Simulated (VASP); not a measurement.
Here is a VASP 6.6.1 calculation.

The input INCAR:

```
SYSTEM = Ta2B2O
ALGO = Normal
EDIFF = 1E-7
EDIFFG = -0.01
ENCUT = 600
GGA = PE
IBRION = 2
ISIF = 3
ISMEAR = 0
LASPH = .True.
LCHARG = .False.
LREAL = .False.
LWAVE = .False.
NELM = 100
NSW = 100
PREC = Accurate
SIGMA = 0.1
```

KPOINTS

```
k-points
0
Gamma
  12 12 6
  0 0 0
```

Contents of POSCAR:

```
Ta2B2O
1.0
    2.9522680027      0.0000000000      0.0000000000
   -1.4761340013      2.5567390891      0.0000000000
    0.0000000000      0.0000000000      7.0530213564
Ta B O
2 2 1
Direct
    0.6666666667      0.3333333333      0.7767358183
    0.3333333333      0.6666666667      0.2232641817
    0.6666666667      0.3333333333      0.4604772358
    0.3333333333      0.6666666667      0.5395227642
    0.0000000000      0.0000000000      0.0000000000
```

Potentials or basis: VASP PAW PBE potentials, release 64 (Ta_pv, B, O).

The run is started by

```bash
$ cat potpaw_PBE.64/Ta_pv/POTCAR potpaw_PBE.64/B/POTCAR potpaw_PBE.64/O/POTCAR > POTCAR
$ mpirun -np 1 vasp_std > vasp.out
```

What does it give for the band gap on the k mesh?

Zero (band 17 reaches 7.76 eV, above the bottom of band 18 at 6.95 eV).

Predict the relaxed volume.

10.67 Å³/atom.

The path:
```csv
step,energy change (eV),largest force (eV/Å),pressure (GPa),volume (Å³)
1,0.0000,0.0704,0.59,53.24
2,-0.0005,0.0185,-0.88,53.54
3,-0.0008,0.0163,-0.30,53.42
4,-0.0009,0.0249,0.16,53.33
5,-0.0010,0.0187,0.00,53.36
6,-0.0010,0.0085,0.00,53.35
```

Caveat: spin-orbit coupling is left out, which moves the levels of the heavy elements.
